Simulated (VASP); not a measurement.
# In7O (P-3m1) in VASP: relaxation of cell and atoms with PBE

Aim: the relaxation of cell and atoms of In7O with PBE.

Everything below comes from runs of VASP 6.6.1. Logs are shortened: lines on timing, memory, paths and dates and some standing lists are left out, and cuts for length are marked.

## (1) The cell of the first run

The structure is trigonal, space group P-3m1 (No. 164). The conventional cell has a = 3.349 Å, b = 3.349 Å, c = 20.299 Å, α = 90.00°, β = 90.00°, γ = 120.00°. Within 3.7 Å of In (site symmetry 3m) lie 3 O at 2.47 Å and 12 In at 3.35 to 3.63 Å. In (site symmetry 3m) has 12 In at 3.35 to 3.47 Å within 4.4 Å. In (site symmetry -3m) has 12 In at 3.35 to 3.39 Å within 4.4 Å. Within 4.4 Å of In (site symmetry 3m) lie 12 In at 3.35 to 3.53 Å. Within 3.4 Å of O (site symmetry -3m) lie 6 In at 2.47 Å and 6 O at 3.35 Å.

## (2) Relaxation of cell and atoms, PBE

Input file INCAR:

```
SYSTEM = In7O
ALGO = Normal ; EDIFF = 1E-7
EDIFFG = -0.001 ; ENCUT = 600
GGA = PE ; GGA_COMPAT = .False.
IBRION = 2 ; ISIF = 3
ISMEAR = 0 ; LASPH = .True.
LCHARG = .False. ; LREAL = .False.
LWAVE = .False. ; NELM = 120
NELMIN = 4 ; NSW = 80
PREC = Accurate ; SIGMA = 0.1
```

Input file KPOINTS:

```
k-points
0
Gamma
  12 12 2
  0 0 0
```

Input file POSCAR:

```
In7O
1.0
    3.3492070732      0.0000000000      0.0000000000
   -1.6746035366      2.9004984079      0.0000000000
    0.0000000000      0.0000000000     20.2990838866
In O
7 1
Direct
    0.3333333333      0.6666666667      0.0757314248
    0.6666666667      0.3333333333      0.9242685752
    0.6666666667      0.3333333333      0.6371511054
    0.0000000000      0.0000000000      0.5000000000
    0.3333333333      0.6666666667      0.3628488946
    0.6666666667      0.3333333333      0.2210373153
    0.3333333333      0.6666666667      0.7789626847
    0.0000000000      0.0000000000      0.0000000000
```

Potentials or basis: VASP PAW PBE potentials, release 64 (In_d, O).

The run is started by

```
cat potpaw_PBE.64/In_d/POTCAR potpaw_PBE.64/O/POTCAR > POTCAR
mpirun -np 1 vasp_std > vasp.out
```

OUTCAR:

```text
SYSTEM = In7O
   EDIFF = 1E-7
   EDIFFG = -0.001
   ENCUT = 600
   GGA = PE
   IBRION = 2
   ISIF = 3
   ISMEAR = 0
   LASPH = .True.
   LREAL = .False.
   NELM = 120
   NELMIN = 4
   NSW = 80
   PREC = Accurate

 ion  position               nearest neighbor table
   1  0.333  0.667  0.076-   8 2.47   8 2.47   8 2.47   6 3.53   6 3.53   6 3.53   2 3.63   2 3.63
                             2 3.63
   2  0.667  0.333  0.924-   8 2.47   8 2.47   8 2.47   7 3.53   7 3.53   7 3.53   1 3.63   1 3.63
                             1 3.63
   3  0.667  0.333  0.637-   4 3.39   4 3.39   4 3.39   7 3.47   7 3.47   7 3.47
   4  0.000  0.000  0.500-   3 3.39   5 3.39   5 3.39   3 3.39   3 3.39   5 3.39
   5  0.333  0.667  0.363-   4 3.39   4 3.39   4 3.39   6 3.47   6 3.47   6 3.47
   6  0.667  0.333  0.221-   5 3.47   5 3.47   5 3.47   1 3.53   1 3.53   1 3.53
   7  0.333  0.667  0.779-   3 3.47   3 3.47   3 3.47   2 3.53   2 3.53   2 3.53
   8  0.000  0.000  0.000-   1 2.47   2 2.47   1 2.47   2 2.47   2 2.47   1 2.47

  LATTYP: Found a hexagonal cell.
 ALAT       =     3.3492070732
 C/A-ratio  =     6.0608625991

  Lattice vectors:

 A1 = (   3.3492070732,   0.0000000000,   0.0000000000)
 A2 = (  -1.6746035366,   2.9004984079,   0.0000000000)
 A3 = (   0.0000000000,   0.0000000000,  20.2990838866)

Analysis of symmetry for initial positions (statically):
=====================================================================
 Subroutine PRICEL returns:
 Original cell was already a primitive cell.

 Routine SETGRP: Setting up the symmetry group for a
 hexagonal supercell.

 Subroutine GETGRP returns: Found 12 space group operations
 (whereof 12 operations were pure point group operations)
 out of a pool of 24 trial point group operations.

The static configuration has the point symmetry D_3d.

Analysis of symmetry for dynamics (positions and initial velocities):
=====================================================================
 Subroutine PRICEL returns:
 Original cell was already a primitive cell.

 Routine SETGRP: Setting up the symmetry group for a
 hexagonal supercell.

 Subroutine GETGRP returns: Found 12 space group operations
 (whereof 12 operations were pure point group operations)
 out of a pool of 24 trial point group operations.

The dynamic configuration has the point symmetry D_3d.

 Subroutine INISYM returns: Found 12 space group operations
 (whereof 12 operations are pure point group operations),
 and found     1 'primitive' translations

[... 122 lines left out ...]
   EFERMI_NEDOS =   21; number of points for ismear=-14 and -15
   IALGO  =     38    algorithm
   IMIX   =      4    mixing-type and parameters
     AMIX     =   0.40;   BMIX     =  1.00
     AMIX_MAG =   1.60;   BMIX_MAG =  1.00
  volume/ion in A,a.u.               =      24.65       166.34
  Fermi-wavevector in a.u.,A,eV,Ry     =   1.292315  2.442121 22.722792  1.670078
  Thomas-Fermi vector in A             =   2.424031
   LORBIT       =      0    0 simple, 1 ext, 2 COOP (PROOUT), +10 PAW based schemes
   GGA     = PE    functional components
   LHFCALC =     F    Hartree Fock is set to
   AEXX    =    0.0000 exact exchange contribution
   IVDW    =     0    specifies the selected vdW correction
   LEPSILON=     F    determine dielectric tensor
   LRPA    =     F    only Hartree local field effects (RPA)
 conjugate gradient relaxation of ions
 non-spin polarized calculation
 Gauss-broadening in eV      SIGMA  =   0.10
  energy-cutoff  :      600.00
  volume of cell :      197.19
 maximum number of plane-waves:      6646
 NGX is ok and might be reduce to    28
   NGX = 13   NGY = 13   NGZ = 81

--------------------------------------- Ionic step        1  -------------------------------------------

 number of electron      96.9999995 magnetization

 Free energy of the ion-electron system (eV)
  ---------------------------------------------------
  ext. energy  EPLUGINS =         0.00000000
  ---------------------------------------------------
  free energy    TOTEN  =       -24.82526437 eV

  energy without entropy =      -24.81337733  energy(sigma->0) =      -24.81932085

------------------------ aborting loop because EDIFF is reached ----------------------------------------

  FORCE on cell =-STRESS in cart. coord.  units (eV):
  Direction    XX          YY          ZZ          XY          YZ          ZX
  --------------------------------------------------------------------------------------
  -------------------------------------------------------------------------------------
  Total        0.0402173      0.0402173      0.0160988      0.0000000     -0.0000000      0.0000000
  in kB        0.3267627      0.3267627      0.1308016      0.0000000     -0.0000000      0.0000000
  external PRESSURE =       0.2614423 kB  Pullay stress =       0.0000000 kB
[... 107 lines left out ...]
  FREE ENERGIE OF THE ION-ELECTRON SYSTEM (eV)
  ---------------------------------------------------
  free  energy   TOTEN  =       -24.8252917497 eV

  energy  without entropy=      -24.8133989796  energy(sigma->0) =      -24.81934536

[... ionic steps 4 to 12 ...]

--------------------------------------- Ionic step       13  -------------------------------------------

 number of electron      96.9999996 magnetization

------------------------ aborting loop because EDIFF is reached ----------------------------------------
[... 79 lines left out ...]
--------------------------------------- Ionic step       15  -------------------------------------------

 number of electron      96.9999996 magnetization

 Free energy of the ion-electron system (eV)
  ---------------------------------------------------
  ext. energy  EPLUGINS =         0.00000000
  ---------------------------------------------------
  free energy    TOTEN  =       -24.82531382 eV

  energy without entropy =      -24.81346050  energy(sigma->0) =      -24.81938716

 E-fermi :   6.9864     XC(G=0): -10.1211

 val. band max:        6.9748479464   @ k =   0.3333   0.2500   0.0000
 cond. band min:       6.9927105466   @ k =   0.2500   0.2500   0.0000
 fundamental gap:      0.0178626002
 Fermi energy:         6.9864487100

 k-point     1 :       0.0000    0.0000    0.0000
  band No.  band energies     occupation
      1     -11.7024      2.00000
      2      -7.6323      2.00000
      3      -7.6317      2.00000
      4      -7.6243      2.00000
      5      -7.6231      2.00000
      6      -7.6213      2.00000
[... 1453 lines left out ...]
     57      11.9751      0.00000
     58      12.2351      0.00000

 [... further k-points ...]
[... 5 lines left out ...]
  --------------------------------------------------------------------------------------
  -------------------------------------------------------------------------------------
  Total        0.0037690      0.0037690      0.0004512     -0.0000000     -0.0000000      0.0000000
  in kB        0.0306260      0.0306260      0.0036667     -0.0000000     -0.0000000      0.0000000
  external PRESSURE =       0.0216396 kB  Pullay stress =       0.0000000 kB
[... 23 lines left out ...]
  FREE ENERGIE OF THE ION-ELECTRON SYSTEM (eV)
  ---------------------------------------------------
  free  energy   TOTEN  =       -24.8253138191 eV

  energy  without entropy=      -24.8134604956  energy(sigma->0) =      -24.81938716

 reached required accuracy - stopping structural energy minimisation
```

CONTCAR:

```text
In7O
   1.00000000000000
     3.3497670751388577   -0.0000000000000001    0.0000000000000000
    -1.6748835375694289    2.9009833838052064   -0.0000000000000000
    -0.0000000000000000   -0.0000000000000000   20.2902935164222740
  In              O
     7     1
Direct
     0.3333333332999970    0.6666666667000030    0.0758461918074761
     0.6666666667000030    0.3333333332999970    0.9241538081925239
     0.6666666667000030    0.3333333332999970    0.6371572308727709
     0.0000000000000000    0.0000000000000000    0.5000000000000000
     0.3333333332999970    0.6666666667000030    0.3628427691272291
     0.6666666667000030    0.3333333332999970    0.2210416130105630
     0.3333333332999970    0.6666666667000030    0.7789583869894369
     0.0000000000000000    0.0000000000000000    0.0000000000000000

  0.00000000E+00  0.00000000E+00  0.00000000E+00
  0.00000000E+00  0.00000000E+00  0.00000000E+00
  0.00000000E+00  0.00000000E+00  0.00000000E+00
  0.00000000E+00  0.00000000E+00  0.00000000E+00
  0.00000000E+00  0.00000000E+00  0.00000000E+00
  0.00000000E+00  0.00000000E+00  0.00000000E+00
  0.00000000E+00  0.00000000E+00  0.00000000E+00
  0.00000000E+00  0.00000000E+00  0.00000000E+00
```

Wall time 51 min (1 thread of AMD EPYC 9R45 (Zen 5), shared host); peak memory 0.6 GiB.

Results:

```
Free energy               : -24.8253 eV
Energy gained by relaxing : 0.0 meV/atom
Ionic steps               : 15
Pressure after relaxing   : 0.0 GPa
Band gap on the k mesh    : zero (an odd number of electrons rules out a gap without spin polarisation)
```

Final structure:
```yaml
crystal:
  lattice:
    - [3.34977, 0.00000, 0.00000]
    - [-1.67488, 2.90098, 0.00000]
    - [0.00000, 0.00000, 20.29029]
  atoms:
    - { symbol: In, position: [0.33333, 0.66667, 0.07585] }
    - { symbol: In, position: [0.66667, 0.33333, 0.92415] }
    - { symbol: In, position: [0.66667, 0.33333, 0.63716] }
    - { symbol: In, position: [0.00000, 0.00000, 0.50000] }
    - { symbol: In, position: [0.33333, 0.66667, 0.36284] }
    - { symbol: In, position: [0.66667, 0.33333, 0.22104] }
    - { symbol: In, position: [0.33333, 0.66667, 0.77896] }
    - { symbol: O, position: [0.00000, 0.00000, 0.00000] }
```

Caveat: spin-orbit coupling is left out, which moves the levels of the heavy elements.
